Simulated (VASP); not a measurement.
## BN: single point with PBE

The system is BN.

```xyz
4
Lattice="2.5163 0.0000 0.0000 -1.2581 2.1791 0.0000 0.0000 0.0000 4.1611" Properties=species:S:1:pos:R:3 pbc="T T T"
B     1.2581    0.7264    4.1603
B     0.0000    1.4528    2.0798
N     1.2581    0.7264    2.6015
N     0.0000    1.4528    0.5210
```

This cell differs from its parent crystal: strain -0.015 along x and y, -0.015 along z.

- Program: VASP 6.6.1
- Task: single point
- Functional: PBE
- Potentials or basis: VASP PAW PBE potentials, release 64 (B, N)
- Cutoff: 520 eV
- k mesh: 12 × 12 × 6
- Occupations: gaussian, width 0.05 eV
- Spin: no spin polarisation

```yaml
Pressure: 18.7 GPa
Largest_force: 0.037 eV/Å
Band_gap_on_the_k_mesh: 5.14 eV, indirect (least direct gap 8.46 eV)
```

Forces in eV/Å, atoms in the order of the input:
```
B    0.000  0.000 -0.037
B    0.000  0.000 -0.037
N    0.000  0.000  0.037
N    0.000  0.000  0.037
```

Stress tensor (GPa, compression positive):
```
18.61  0.00  0.00
 0.00 18.61  0.00
 0.00  0.00 18.84
```

Levels at points of the mesh, in eV from the valence-band top:
| k point | band 6 | band 7 | band 8 | band 9 | band 10 | band 11 |
| --- | --- | --- | --- | --- | --- | --- |
| (0.00, 0.00, 0.00) | -0.28 | 0.00 | 0.00 | 8.52 | 8.52 | 8.81 |
| (0.50, 0.00, 0.00) | -5.17 | -4.59 | -2.19 | 6.84 | 8.08 | 10.80 |
| (0.00, 0.00, 0.50) | -1.22 | -1.22 | -1.22 | 9.82 | 9.82 | 10.12 |
| (0.50, 0.00, 0.50) | -3.91 | -3.68 | -3.68 | 6.73 | 6.73 | 10.28 |

Run time: 20 s on 1 thread of Intel(R) Xeon(R) Platinum 8259CL CPU @ 2.50GHz (Skylake/Cascade Lake) (shared host), peak memory 0.14 GiB.

Caveat: the cell differs from its parent crystal (strain -0.015 along x and y, -0.015 along z). A k mesh can miss the band edges.
